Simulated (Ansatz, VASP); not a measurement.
# One calculation of Ga, two programs

Contents of INCAR:

```
SYSTEM = Ga
  PREC = Accurate
  ENCUT = 520
  EDIFF = 1E-6
  ISMEAR = -1
  SIGMA = 0.1
  LREAL = .False.
  LASPH = .True.
  NELM = 80
  ALGO = Normal
  ISIF = 2
  LWAVE = .False.
  LCHARG = .True.
  GGA = RP
  LELF = .True.
  LVHAR = .True.
  NBANDS = 20
```

The input KPOINTS:

```
Automatic mesh
0
Gamma
  13 13 8
  0 0 0
```

Contents of POSCAR:

```
Ga
1.0
    3.0320817635      0.0000000000      0.0000000000
   -1.5160408818      2.6258598335      0.0000000000
    0.0000000000      0.0000000000      4.7824440555
Ga
2
Direct
    0.3333333333      0.6666666667      0.2500000000
    0.6666666667      0.3333333333      0.7500000000
```

Input for Ansatz:

```yaml
crystal:
  lattice:
    - [3.0320817635, 0.0, 0.0]
    - [-1.5160408818, 2.6258598335, 0.0]
    - [0.0, 0.0, 4.7824440555]
  atoms:
    - { symbol: Ga, position: [0.3333333333, 0.6666666667, 0.25] }
    - { symbol: Ga, position: [0.6666666667, 0.3333333333, 0.75] }
hamiltonian:
  xc: rpbe
  pseudopotentials:
    kind: paw
    azcp:
      Ga: "pseudopotentials/Ga.paw.azcp"
basis:
  ecutwfc: 420
  fft_grid_basis: typed
kpoints:
  mp_grid: { grid: [13, 13, 8], shift: [0, 0, 0] }
magnetization:
  spin_polarized: false
scf:
  occupations: { method: fermi_dirac, width: 0.1 }
  lower_state_search: "off"
output:
  stress: true
  write_density: true
  write_potential: true
  elf: true
  volumetric_format: npy
```

Alike in both runs: task single point; functional RPBE; k mesh 13 × 13 × 8; occupations fermi-dirac, width 0.1 eV; no spin polarisation.

|  | VASP | Ansatz |
| --- | --- | --- |
| version | VASP 6.6.1 | Ansatz 0.2.0 |
| potentials or method | VASP PAW PBE potentials, release 64 (Ga_d), cutoff 520 eV | plane waves (420 eV) with PAW, scalar-relativistic |
| valence electrons in the cell | 26 | 26 |

|  | VASP | Ansatz | Ansatz less VASP |
| --- | --- | --- | --- |
| pressure (GPa) | 2.0 | 1.9 | -0.12 |
| traceless stress, the component that is largest in VASP (GPa) | -0.13 | -0.15 | -0.019 |

VASP's potentials were made for PBE, not for RPBE.
